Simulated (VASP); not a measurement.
# Al30Ga (a cell with a defect): single point with PBEsol

Al30Ga (a cell with a defect):

```
Al Ga
1.0
     8.10000    0.00000    0.00000
     0.00000    8.10000    0.00000
     0.00000    0.00000    8.10000
Al Ga
30 1
Direct
  0.50132 0.00139 0.00063
  0.74873 0.99486 0.25779
  0.24949 0.24793 0.00062
  0.50295 0.49676 0.00062
  0.75175 0.75018 0.00064
  0.24774 0.99894 0.24912
  0.50348 0.25120 0.24852
  0.74849 0.49625 0.24856
  0.49803 0.99871 0.50062
  0.74978 0.24990 0.50061
  0.74874 0.99482 0.74344
  0.99830 0.49837 0.00066
  0.24786 0.75185 0.00063
  0.00481 0.25097 0.25778
  0.25050 0.50038 0.25161
  0.49931 0.74921 0.25163
  0.00100 0.99868 0.50061
  0.25474 0.25099 0.50061
  0.50020 0.49948 0.50065
  0.74872 0.74493 0.50062
  0.24774 0.99891 0.75212
  0.50347 0.25118 0.75273
  0.74852 0.49619 0.75273
  0.00079 0.75196 0.24912
  0.00100 0.50166 0.50062
  0.24893 0.75075 0.50064
  0.00486 0.25092 0.74343
  0.25050 0.50035 0.74967
  0.49934 0.74915 0.74966
  0.00076 0.75193 0.75215
  0.81531 0.18441 0.00054
```

```
Program                : VASP 6.6.1
Task                   : single point
Functional             : PBEsol
Potentials or basis    : VASP PAW PBE potentials, release 64 (Al, Ga_d)
Cutoff                 : 520 eV
k mesh                 : 3 × 3 × 3
Occupations            : gaussian, width 0.15 eV
Spin                   : no spin polarisation
Dipole correction      : no
Further INCAR settings : LREAL = Auto; ALGO = Normal; EDIFF = 1e-06; NBANDS = 72
```

```json
{"Pressure": "-2.3 GPa", "Largest force": "0.558 eV/Å"}
```

Forces on the atoms (eV/Å):
```
Al   0.035  0.001  0.001
Al   0.007 -0.080  0.060
Al  -0.018 -0.013  0.001
Al  -0.011  0.010 -0.001
Al   0.015  0.018  0.001
Al   0.010  0.005 -0.021
Al   0.014 -0.018 -0.013
Al   0.017 -0.014 -0.013
Al  -0.042  0.019  0.002
Al  -0.005  0.003  0.004
Al   0.008 -0.079 -0.062
Al   0.001 -0.035 -0.001
Al   0.016 -0.018 -0.001
Al   0.080 -0.007  0.060
Al   0.031  0.014  0.003
Al  -0.013 -0.031  0.002
Al   0.017 -0.017  0.001
Al   0.089 -0.023 -0.002
Al  -0.010  0.008  0.004
Al   0.021 -0.088 -0.002
Al   0.011  0.005  0.020
Al   0.014 -0.020  0.011
Al   0.019 -0.012  0.011
Al  -0.006 -0.010 -0.021
Al  -0.020  0.043  0.001
Al   0.022 -0.022  0.002
Al   0.080 -0.007 -0.062
Al   0.032  0.014 -0.002
Al  -0.016 -0.033 -0.002
Al  -0.005 -0.010  0.021
Ga  -0.395  0.394  0.001
```

Stress tensor (GPa, compression positive):
```
-2.41  0.31  0.00
 0.31 -2.41  0.00
 0.00  0.00 -1.98
```

Levels at points of the mesh, in eV from the Fermi level:
```
           k point  band 48  band 49  band 50  band 51  band 52  band 53  band 54  band 55  band 56  band 57
(0.00, 0.00, 0.00)    -0.31    -0.31    -0.25     0.30     0.45     0.49     0.55     0.56     0.58     1.06
```

Wall time 14 min on 1 thread of Intel Xeon 6975P-C (shared host), peak memory 0.67 GiB.

Caveat: the PAW data sets were made with another functional, which shifts forces and pressure a little.
